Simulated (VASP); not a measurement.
Crystal: Ba.

```
CELL_PARAMETERS angstrom
3.91772 0.00000 0.00000
0.00000 3.91772 0.00000
0.00000 0.00000 3.91772
ATOMIC_POSITIONS crystal
Ba 0.00000 0.00000 0.00000
```

```yaml
Program: VASP 6.6.1
Task: relaxation of cell and atoms
Functional: BLYP
Dispersion: D3(BJ)
Potentials_or_basis: VASP PAW PBE potentials, release 64 (Ba_sv)
Cutoff: 600 eV
k_mesh: 6 × 6 × 6
Occupations: fermi-dirac, width 0.1 eV
Spin: no spin polarisation
```

At the start: pressure -0.5 GPa; volume 60.13 Å³/atom.

Problem. Where does the relaxation end?

Solution. Over 3 steps the energy falls by 6.5 meV/atom and the volume is 56.21 Å³/atom (-6.5 %); space group Pm-3m (No. 221, to 0.05 Å).

Step by step:
```csv
step,energy change (eV),largest force (eV/Å),pressure (GPa),volume (Å³)
1,0.0000,0.0000,-0.53,60.13
2,-0.0045,0.0000,-0.31,58.42
3,-0.0065,0.0000,0.03,56.21
```

Final structure:
```
CELL_PARAMETERS angstrom
3.83067 0.00000 0.00000
0.00000 3.83067 0.00000
0.00000 0.00000 3.83067
ATOMIC_POSITIONS crystal
Ba 0.00000 0.00000 0.00000
```

Caveat: the PAW data sets were made with another functional, which shifts forces and pressure a little; pairwise dispersion overbinds metals, which lowers pressure and volume.
